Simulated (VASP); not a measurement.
Here is a VASP 6.6.1 calculation.

The input POSCAR:

```
CdSe
1.0
    4.3000000000      0.0000000000      0.0000000000
   -2.1500000000      3.7239092363      0.0000000000
    0.0000000000      0.0000000000      7.0200000000
Cd Se
2 2
Direct
    0.6670260349      0.3233948600      0.5017486947
    0.3321561961      0.6569780554      0.0017201934
    0.6655908527      0.3236526314      0.8771628303
    0.3335499162      0.6566974532      0.3772162817
```

INCAR.step1

```
SYSTEM = CdSe
PREC = Accurate ; ENCUT = 520
ISMEAR = 0 ; SIGMA = 0.01
LREAL = .FALSE. ; LASPH = .TRUE.
NELM = 150 ; ISPIN = 2
MAGMOM = 0.5 -0.5 0 0 ; NBANDS = 30
GGA = PE ; ALGO = Normal
EDIFF = 1E-4 ; LWAVE = .TRUE.
LCHARG = .FALSE.
```

The input INCAR.step2:

```
SYSTEM = CdSe
PREC = Accurate ; ENCUT = 520
EDIFF = 1E-6 ; ISMEAR = 0
SIGMA = 0.01 ; LREAL = .FALSE.
LASPH = .TRUE. ; NELM = 150
ALGO = Normal ; ISIF = 2
LWAVE = .FALSE. ; LCHARG = .FALSE.
ISPIN = 2 ; MAGMOM = 0.5 -0.5 0 0
LORBIT = 11 ; METAGGA = R2SCAN
LMIXTAU = .TRUE. ; NBANDS = 30
ISTART = 1
```

Contents of KPOINTS:

```
regular mesh
0
G
  5 5 3
  0 0 0
```

Potentials or basis: VASP PAW PBE potentials, release 64 (Cd, Se).

The run is started by

```console
$ cat potpaw_PBE.64/Cd/POTCAR potpaw_PBE.64/Se/POTCAR > POTCAR
$ cp INCAR.step1 INCAR
$ mpirun -np 1 vasp_std > vasp.out
$ cp INCAR.step2 INCAR
$ mpirun -np 1 vasp_std > vasp.out
```

Question: Estimate the band gap on the k mesh.

Answer: 1.15 eV.

Question: Predict the net moment.

Answer: 0.00 μB per cell.

Question: Estimate the pressure.

Answer: 1.8 GPa.

Forces on the atoms (eV/Å):
```
Cd  -0.002  0.000 -0.001
Cd   0.001  0.000  0.001
Se   0.001 -0.001  0.002
Se   0.000  0.001 -0.002
```

Caveat: the cell differs from its parent crystal (atoms moved at random); the PAW data sets were made with another functional, which shifts forces and pressure a little.
